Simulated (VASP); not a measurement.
A run of VASP 6.6.1 is set up as follows.

File INCAR:

```
PREC     = Accurate       # precision mode
ENCUT    = 520            # plane-wave cutoff, eV
EDIFF    = 1E-7           # SCF threshold, eV
ISMEAR   = 0              # smearing method
SIGMA    = 0.05           # smearing width, eV
LREAL    = F              # projectors in reciprocal space
LASPH    = T              # aspherical terms in the spheres
NELM     = 60             # most SCF steps
ALGO     = Normal         # electronic algorithm
ISIF     = 2              # what is computed and relaxed
LWAVE    = F              # write WAVECAR
LCHARG   = T              # write CHGCAR
GGA      = PE             # functional
LELF     = T              # ELF
LVHAR    = T            
NBANDS   = 30             # bands
```

File KPOINTS:

```
Automatic mesh
0
Gamma
  6 6 6
```

POSCAR

```
CsPbCl3
1.0
    4.0636245612      2.3288929615      3.3069085178
   -4.0645108938      2.3371177109      3.3040573600
    0.0055246960     -4.6805650667      3.3152540779
Cs Pb Cl
1 1 3
Direct
    0.4994673272      0.5001720691      0.5013138094
   -0.0000582997     -0.0000275716     -0.0000562335
    0.4999622343     -0.0006071481     -0.0010216689
   -0.0001691136      0.0005255029      0.4999084146
    0.0007978518      0.4999371477     -0.0001443217
```

Potentials or basis: VASP PAW PBE potentials, release 64 (Cs_sv, Pb_d, Cl).

Run with:

```bash
$ cat potpaw_PBE.64/Cs_sv/POTCAR potpaw_PBE.64/Pb_d/POTCAR potpaw_PBE.64/Cl/POTCAR > POTCAR
$ mpirun -np 1 vasp_std > vasp.out
```

(1) What does it give for the band gap on the k mesh?

(2) Estimate the pressure.

## Answers

(1) 2.21 eV.

(2) 0.0 GPa.

Caveat: spin-orbit coupling is left out, which moves the levels of the heavy elements.
